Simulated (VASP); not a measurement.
A run of VASP 6.6.1 is set up as follows.

Contents of INCAR:

```
SYSTEM = ZnGe
ALGO = Normal ; DIPOL = 0.5 0.5 0.500
EDIFF = 1E-6 ; ENCUT = 520
GGA = PE ; IDIPOL = 3
ISIF = 2 ; ISMEAR = 0
LASPH = .TRUE. ; LCHARG = .FALSE.
LDIPOL = .TRUE. ; LREAL = .FALSE.
LWAVE = .FALSE. ; NBANDS = 20
NELM = 80 ; PREC = Accurate
SIGMA = 0.1
```

The input KPOINTS:

```
k-points
0
G
  6 6 1
  0 0 0
```

The input POSCAR:

```
ZnGe
1.0
    4.0883364800      0.0000000000      0.0000000000
   -2.0441682400      3.5406030900      0.0000000000
    0.0000000000      0.0000000000     14.0000000000
Zn Ge
1 1
Direct
    0.3333333300      0.6666666700      0.5000000000
    0.0000000000      0.0000000000      0.5000000000
```

Potentials or basis: VASP PAW PBE potentials, release 64 (Zn, Ge_d).

Command:

```bash
$ cat potpaw_PBE.64/Zn/POTCAR potpaw_PBE.64/Ge_d/POTCAR > POTCAR
$ mpirun -np 1 vasp_std > vasp.out
```

Q: What does it give for the band gap on the k mesh?

A: Zero (band 13 reaches -1.41 eV, above the bottom of band 14 at -3.23 eV).
